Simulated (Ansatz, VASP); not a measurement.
Br in VASP and in Ansatz

```
Br
1.0
    -1.42349    1.42349    3.57752
     1.42349   -1.42349    3.57752
     1.42349    1.42349   -3.57752
Br
1
Direct
  0.00000 0.00000 0.00000
```

Alike in both runs: task relaxation of cell and atoms; functional revPBE; k mesh 13 × 13 × 13; occupations fermi-dirac, width 0.05 eV; no spin polarisation.

```csv
,VASP,Ansatz
version,VASP 6.6.1,Ansatz 0.2.0
potentials or method,"VASP PAW PBE potentials, release 64 (Br)",Ansatz PAW
plane-wave cutoff (eV),600,420
valence electrons in the cell,7,7
```

Ansatz gave:

| Item | Value |
| --- | --- |
| gap on the k mesh at the Fermi level, each at its own relaxed structure (eV) | none |
| relaxed volume (Å³/atom) | 46.80 |
| relaxed length of the cell vector where the two differ most in proportion (Å) | 5.930 |

Q: Which values does VASP return?

A: gap on the k mesh at the Fermi level, each at its own relaxed structure (eV): none; relaxed volume (Å³/atom): 45.66; relaxed length of the cell vector where the two differ most in proportion (Å): 5.802.

VASP's potentials were made for PBE, not for revPBE. A gap of «none» marks a metal or a gap that the smearing closes.

Noted on VASP's run: the volume moved by over 15 % at a fixed basis, so the end points are rough. Noted on Ansatz's run: the volume moved by over 15 % at a fixed basis, so the end points are rough; the plane-wave basis is chosen anew once the cell has moved, so the energies of steps on either side of that aren't comparable.
